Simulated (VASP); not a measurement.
# Ge2Sb2Te5 (P-3m1) in VASP: settings compared

Aim: see how the results for Ge2Sb2Te5 move with the level of theory and the settings. Levels: PBE, PBEsol. Tasks: single point, relaxation of cell and atoms.

All numbers are computed with VASP 6.6.1; they aren't measurements. Logs are shortened: lines on timing, memory, paths and dates and some standing lists are left out, and cuts for length are marked.

**1. The cell of the first run**

Symmetry: P-3m1, No. 164, trigonal system. The conventional cell has a = 4.294 Å, b = 4.294 Å, c = 17.101 Å, α = 90.00°, β = 90.00°, γ = 120.00°. Within 4.0 Å of Te (site symmetry 3m) lie 3 Sb at 3.01 Å and 3 Te at 3.70 Å. Within 3.9 Å of Te (site symmetry 3m) lie 3 Ge at 3.00 Å and 3 Sb at 3.20 Å. Te (site symmetry -3m) has 6 Ge at 3.04 Å within 4.0 Å. Sb (site symmetry 3m) has 6 Te at 3.01 to 3.20 Å within 4.0 Å. Ge (site symmetry 3m) has 6 Te at 3.00 to 3.04 Å within 3.9 Å.

**2. Single point, PBE**

The input, INCAR:

```
SYSTEM = Ge2Sb2Te5
  PREC = Accurate
  ENCUT = 520
  EDIFF = 1E-6
  ISMEAR = 0
  SIGMA = 0.014
  LREAL = .FALSE.
  LASPH = .TRUE.
  NELM = 80
  ALGO = Normal
  ISIF = 2
  LWAVE = .FALSE.
  LCHARG = .TRUE.
  GGA = PE
  LELF = .TRUE.
  LVHAR = .TRUE.
  NBANDS = 44
```

The input, KPOINTS:

```
regular mesh
0
G
  7 7 2
  0 0 0
```

The input, POSCAR:

```
Ge2Sb2Te5
1.0
    4.2940644248      0.0000000000      0.0000000000
   -2.1470322124      3.7187688774      0.0000000000
    0.0000000000      0.0000000000     17.1013460000
Te Sb Ge
5 2 2
Direct
    0.6666666667      0.3333333333      0.4198920000
    0.3333333333      0.6666666667      0.5801080000
    0.3333333333      0.6666666667      0.2015420000
    0.6666666667      0.3333333333      0.7984580000
    0.0000000000      0.0000000000      0.0000000000
    0.0000000000      0.0000000000      0.3200680000
    0.0000000000      0.0000000000      0.6799320000
    0.6666666667      0.3333333333      0.1028950000
    0.3333333333      0.6666666667      0.8971050000
```

Potentials or basis: VASP PAW PBE potentials, release 64 (Te, Sb, Ge_d).

The run is started by

```
cat potpaw_PBE.64/Te/POTCAR potpaw_PBE.64/Sb/POTCAR potpaw_PBE.64/Ge_d/POTCAR > POTCAR
mpirun -np 1 vasp_std > vasp.out
```

OUTCAR:

```text
SYSTEM = Ge2Sb2Te5
   PREC = Accurate
   ENCUT = 520
   EDIFF = 1E-6
   ISMEAR = 0
   LREAL = .FALSE.
   LASPH = .TRUE.
   NELM = 80
   ISIF = 2
   GGA = PE

 ion  position               nearest neighbor table
   1  0.667  0.333  0.420-   6 3.01   6 3.01   6 3.01
   2  0.333  0.667  0.580-   7 3.01   7 3.01   7 3.01
   3  0.333  0.667  0.202-   8 3.00   8 3.00   8 3.00   6 3.20   6 3.20   6 3.20
   4  0.667  0.333  0.798-   9 3.00   9 3.00   9 3.00   7 3.20   7 3.20   7 3.20
   5  0.000  0.000  0.000-   8 3.04   9 3.04   8 3.04   9 3.04   8 3.04   9 3.04
   6  0.000  0.000  0.320-   1 3.01   1 3.01   1 3.01   3 3.20   3 3.20   3 3.20
   7  0.000  0.000  0.680-   2 3.01   2 3.01   2 3.01   4 3.20   4 3.20   4 3.20
   8  0.667  0.333  0.103-   3 3.00   3 3.00   3 3.00   5 3.04   5 3.04   5 3.04
   9  0.333  0.667  0.897-   4 3.00   4 3.00   4 3.00   5 3.04   5 3.04   5 3.04

  LATTYP: Found a hexagonal cell.
 ALAT       =     4.2940644248
 C/A-ratio  =     3.9825545936

  Lattice vectors:

 A1 = (   4.2940644248,   0.0000000000,   0.0000000000)
 A2 = (  -2.1470322124,   3.7187688774,   0.0000000000)
 A3 = (   0.0000000000,   0.0000000000,  17.1013460000)

Analysis of symmetry for initial positions (statically):
=====================================================================
 Subroutine PRICEL returns:
 Original cell was already a primitive cell.

 Routine SETGRP: Setting up the symmetry group for a
 hexagonal supercell.

 Subroutine GETGRP returns: Found 12 space group operations
 (whereof 12 operations were pure point group operations)
 out of a pool of 24 trial point group operations.

The static configuration has the point symmetry D_3d.

Analysis of symmetry for dynamics (positions and initial velocities):
=====================================================================
 Subroutine PRICEL returns:
 Original cell was already a primitive cell.

 Routine SETGRP: Setting up the symmetry group for a
 hexagonal supercell.

 Subroutine GETGRP returns: Found 12 space group operations
 (whereof 12 operations were pure point group operations)
 out of a pool of 24 trial point group operations.

The dynamic configuration has the point symmetry D_3d.

 Subroutine INISYM returns: Found 12 space group operations
 (whereof 12 operations are pure point group operations),
 and found     1 'primitive' translations

----------------------------------------------------------------------------------------

                                     Primitive cell

  volume of cell :     273.0851

  direct lattice vectors                    reciprocal lattice vectors
     4.294064425  0.000000000  0.000000000     0.232879599  0.134453099  0.000000000
    -2.147032212  3.718768877  0.000000000     0.000000000  0.268906198  0.000000000
     0.000000000  0.000000000 17.101346000     0.000000000  0.000000000  0.058474929

  length of vectors
     4.294064425  4.294064425 17.101346000     0.268906198  0.268906198  0.058474929

  position of ions in fractional coordinates (direct lattice)
     0.666666667  0.333333333  0.419892000
     0.333333333  0.666666667  0.580108000
     0.333333333  0.666666667  0.201542000
     0.666666667  0.333333333  0.798458000
     0.000000000  0.000000000  0.000000000
     0.000000000  0.000000000  0.320068000
     0.000000000  0.000000000  0.679932000
     0.666666667  0.333333333  0.102895000
     0.333333333  0.666666667  0.897105000

  ion indices of the primitive-cell ions
   primitive index   ion index
                 1           1
                 2           2
                 3           3
                 4           4
                 5           5
                 6           6
                 7           7
                 8           8
                 9           9

----------------------------------------------------------------------------------------

 KPOINTS: regular mesh

Automatic generation of k-mesh.
 Grid dimensions read from file:
 generate k-points for:    7    7    2

 Generating k-lattice:

  Cartesian coordinates                     Fractional coordinates (reciprocal lattice)
     0.033268514  0.019207586  0.000000000     0.142857143  0.000000000  0.000000000
     0.000000000  0.038415171  0.000000000     0.000000000  0.142857143  0.000000000
     0.000000000  0.000000000  0.029237465     0.000000000  0.000000000  0.500000000

  Length of vectors
     0.038415171  0.038415171  0.029237465

  Shift w.r.t. Gamma in fractional coordinates (k-lattice)
     0.000000000  0.000000000  0.000000000

 Subroutine IBZKPT returns following result:
 ===========================================

 Found     16 irreducible k-points:

 Following reciprocal coordinates:
            Coordinates               Weight
  0.000000  0.000000  0.000000      1.000000
  0.142857  0.000000  0.000000      6.000000
  0.285714  0.000000  0.000000      6.000000
  0.428571 -0.000000  0.000000      6.000000
  0.142857  0.142857  0.000000      6.000000
  0.285714  0.142857  0.000000     12.000000
[... 8 lines left out ...]
  0.428571  0.142857  0.500000      6.000000
  0.285714  0.285714  0.500000      6.000000
   k-points           NKPTS =     16   k-points in BZ     NKDIM =     16   number of bands    NBANDS=     44
   number of dos      NEDOS =    301   number of ions     NIONS =      9
   total plane-waves  NPLWV = 131072
   dimension x,y,z NGX =    32 NGY =   32 NGZ =  128
   dimension x,y,z NGXF=    64 NGYF=   64 NGZF=  256
   ions per type =               5   2   2
   NGX,Y,Z   is equivalent  to a cutoff of  12.39, 12.39, 12.44 a.u.
   NGXF,Y,Z  is equivalent  to a cutoff of  24.78, 24.78, 24.89 a.u.
 SYSTEM =  Ge2Sb2Te5
   PREC   = accura    normal or accurate (medium, high low for compatibility)
   ISTART =      0    job   : 0-new  1-cont  2-samecut
   ICHARG =      2    charge: 1-file 2-atom 10-const
   ISPIN  =      1    spin polarized calculation?
   LNONCOLLINEAR =      F non collinear calculations
   LSORBIT =      F    spin-orbit coupling
   LASPH  =      T    aspherical Exc in radial PAW
   ENCUT  =  520.0 eV  38.22 Ry    6.18 a.u.   7.98  7.98 31.80*2*pi/ulx,y,z
   NELM   =     80;   NELMIN=  2; NELMDL= -5     # of ELM steps
   EDIFF  = 0.1E-05   stopping-criterion for ELM
   LREAL  =      F    real-space projection
   EDIFFG = 0.1E-04   stopping-criterion for IOM
   NSW    =      0    number of steps for IOM
   IBRION =     -1    ionic relax: 0-MD 1-quasi-New 2-CG
   NFREE  =      0    steps in history (QN), initial steepest desc. (CG)
   ISIF   =      2    stress and relaxation
   ISYM   =      2    0-nonsym 1-usesym 2-fastsym
   POTIM  = 0.5000    time-step for ionic-motion
   TEBEG  =    0.0;   TEEND  =   0.0 temperature during run
   PSTRESS=    0.0 pullay stress
   NELECT =      68.0000    total number of electrons
   NUPDOWN=      -1.0000    fix difference up-down
   EMIN   =  10.00;   EMAX   =-10.00  energy-range for DOS
   EFERMI =   0.00;   METHOD = LEGACY
   ISMEAR =     0;   SIGMA  =   0.01  broadening in eV -4-tet -1-fermi 0-gaus
   EFERMI_NEDOS =   21; number of points for ismear=-14 and -15
   IALGO  =     38    algorithm
   IMIX   =      4    mixing-type and parameters
     AMIX     =   0.40;   BMIX     =  1.00
     AMIX_MAG =   1.60;   BMIX_MAG =  1.00
  volume/ion in A,a.u.               =      30.34       204.76
  Fermi-wavevector in a.u.,A,eV,Ry     =   1.029940  1.946304 14.432730  1.060776
  Thomas-Fermi vector in A             =   2.164013
   LORBIT       =      0    0 simple, 1 ext, 2 COOP (PROOUT), +10 PAW based schemes
   GGA     = PE    functional components
   LHFCALC =     F    Hartree Fock is set to
   AEXX    =    0.0000 exact exchange contribution
   IVDW    =     0    specifies the selected vdW correction
   LEPSILON=     F    determine dielectric tensor
   LRPA    =     F    only Hartree local field effects (RPA)
 non-spin polarized calculation
 Gauss-broadening in eV      SIGMA  =   0.01
  energy-cutoff  :      520.00
  volume of cell :      273.09
 maximum number of plane-waves:      7382
 NGX is ok and might be reduce to    32
   NGX = 15   NGY = 15   NGZ = 63

 number of electron      67.9999999 magnetization

 Free energy of the ion-electron system (eV)
  ---------------------------------------------------
  ext. energy  EPLUGINS =         0.00000000
  ---------------------------------------------------
  free energy    TOTEN  =       -33.96716787 eV

  energy without entropy =      -33.96716787  energy(sigma->0) =      -33.96716787

 E-fermi :   6.3660     XC(G=0):  -9.4255

 val. band max:        6.2305558529   @ k =   0.0000   0.0000   0.0000
 cond. band min:       6.5002001263   @ k =   0.0000   0.0000   0.0000
 fundamental gap:      0.2696442734
 Fermi energy:         6.3659802683

 k-point     1 :       0.0000    0.0000    0.0000
  band No.  band energies     occupation
      1     -18.7402      2.00000
      2     -18.7402      2.00000
      3     -18.7396      2.00000
      4     -18.7396      2.00000
      5     -18.7357      2.00000
      6     -18.7355      2.00000
[... 36 lines left out ...]
     43       7.8718      0.00000
     44       8.9433      0.00000

 k-point     2 :       0.1429    0.0000    0.0000
  band No.  band energies     occupation
      1     -18.7407      2.00000
      2     -18.7401      2.00000
      3     -18.7399      2.00000
      4     -18.7394      2.00000
      5     -18.7356      2.00000
      6     -18.7354      2.00000
[... 36 lines left out ...]
     43       8.6897      0.00000
     44       9.1758      0.00000

 k-point     3 :       0.2857    0.0000    0.0000
  band No.  band energies     occupation
      1     -18.7417      2.00000
      2     -18.7406      2.00000
      3     -18.7399      2.00000
      4     -18.7390      2.00000
      5     -18.7357      2.00000
      6     -18.7348      2.00000
[... 600 lines left out ...]
     43       9.7522      0.00000
     44      10.0690      0.00000

 k-point    16 :       0.2857    0.2857    0.5000
  band No.  band energies     occupation
      1     -18.7418      2.00000
      2     -18.7410      2.00000
      3     -18.7404      2.00000
      4     -18.7395      2.00000
      5     -18.7348      2.00000
      6     -18.7347      2.00000
[... 36 lines left out ...]
     43       9.8801      0.00000
     44      10.7047      0.00000

------------------------ aborting loop because EDIFF is reached ----------------------------------------

  FORCE on cell =-STRESS in cart. coord.  units (eV):
  Direction    XX          YY          ZZ          XY          YZ          ZX
  --------------------------------------------------------------------------------------
  -------------------------------------------------------------------------------------
  Total        0.5773957      0.5773957      0.6470881      0.0000000      0.0000000      0.0000000
  in kB        3.3875527      3.3875527      3.7964350      0.0000000      0.0000000      0.0000000
  external PRESSURE =       3.5238468 kB  Pullay stress =       0.0000000 kB

 VOLUME and BASIS-vectors are now :
 -----------------------------------------------------------------------------
  energy-cutoff  :      520.00
  volume of cell :      273.09
      direct lattice vectors                 reciprocal lattice vectors
     4.294064425  0.000000000  0.000000000     0.232879599  0.134453099  0.000000000
    -2.147032212  3.718768877  0.000000000     0.000000000  0.268906198  0.000000000
     0.000000000  0.000000000 17.101346000     0.000000000  0.000000000  0.058474929

 POSITION                                       TOTAL-FORCE (eV/Angst)
 -----------------------------------------------------------------------------------
      2.14703      1.23959      7.18072         0.000000     -0.000000     -0.035998
     -0.00000      2.47918      9.92063         0.000000      0.000000      0.035998
     -0.00000      2.47918      3.44664         0.000000     -0.000000     -0.032274
      2.14703      1.23959     13.65471         0.000000      0.000000      0.032274
      0.00000      0.00000      0.00000         0.000000      0.000000      0.000000
      0.00000      0.00000      5.47359         0.000000     -0.000000     -0.087476
      0.00000      0.00000     11.62775         0.000000      0.000000      0.087476
      2.14703      1.23959      1.75964         0.000000      0.000000     -0.090800
     -0.00000      2.47918     15.34170        -0.000000     -0.000000      0.090800
 -----------------------------------------------------------------------------------
    total drift:                               -0.000000      0.000000     -0.000000

  FREE ENERGIE OF THE ION-ELECTRON SYSTEM (eV)
  ---------------------------------------------------
  free  energy   TOTEN  =       -33.9671678689 eV

  energy  without entropy=      -33.9671678689  energy(sigma->0) =      -33.96716787
```

Wall time 5.2 min (1 thread of Intel Xeon Platinum 8259CL at 2.50GHz (Skylake/Cascade Lake), shared host); peak memory 0.44 GiB.

Results:

- Free energy: -33.9672 eV
- Pressure: 0.4 GPa
- Largest force: 0.091 eV/Å
- Band gap on the k mesh: 0.27 eV

Forces in eV/Å, atoms in the order of the input:
```
Te   0.000  0.000 -0.036
Te   0.000  0.000  0.036
Te   0.000  0.000 -0.032
Te   0.000  0.000  0.032
Te   0.000  0.000  0.000
Sb   0.000  0.000 -0.087
Sb   0.000  0.000  0.087
Ge   0.000  0.000 -0.091
Ge   0.000  0.000  0.091
```

Levels at points of the mesh, in eV from the valence-band top:
| k point | band 31 | band 32 | band 33 | band 34 | band 35 | band 36 | band 37 | band 38 |
| --- | --- | --- | --- | --- | --- | --- | --- | --- |
| (0.00, 0.00, 0.00) | -1.27 | -1.16 | -0.83 | 0.00 | 0.27 | 0.27 | 0.32 | 0.91 |
| (0.00, 0.00, 0.50) | -1.35 | -1.35 | -0.71 | -0.13 | 0.49 | 0.49 | 0.56 | 0.56 |

Caveat: spin-orbit coupling is left out, which moves the levels of the heavy elements.

[end of part 1 of 2]
